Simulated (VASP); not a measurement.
SnSe:

```
Sn Se
1.0
     0.00000    3.01000    3.01000
     3.01000    0.00000    3.01000
     3.01000    3.01000    0.00000
Sn Se
1 1
Direct
  0.00000 0.00000 0.00000
  0.50000 0.50000 0.50000
```

* Program: VASP 6.6.1
* Task: relaxation of cell and atoms
* Functional: RPBE
* Potentials or basis: VASP PAW PBE potentials, release 64 (Sn_d, Se)
* Cutoff: 600 eV
* k mesh: 8 × 8 × 8
* Occupations: fermi-dirac, width 0.05 eV
* Spin: no spin polarisation

At the start: pressure 2.6 GPa; volume 27.27 Å³/atom.

Question: Where does the relaxation end?

Answer: Over 3 steps the energy falls by 11.3 meV/atom and the volume is 28.75 Å³/atom (+5.4 %); space group Fm-3m (No. 225, to 0.05 Å).

The path:
| step | energy change (eV) | largest force (eV/Å) | pressure (GPa) | volume (Å³) |
| --- | --- | --- | --- | --- |
| 1 | 0.0000 | 0.0000 | 2.56 | 54.54 |
| 2 | -0.0219 | 0.0000 | -0.40 | 58.06 |
| 3 | -0.0227 | 0.0000 | -0.02 | 57.50 |

Final structure:
```xyz
2
Lattice="0.0000 3.0635 3.0635 3.0635 0.0000 3.0635 3.0635 3.0635 0.0000" Properties=species:S:1:pos:R:3 pbc="T T T"
Sn    0.0000    0.0000    0.0000
Se    3.0635    3.0635    3.0635
```

Caveat: the PAW data sets were made with another functional, which shifts forces and pressure a little.
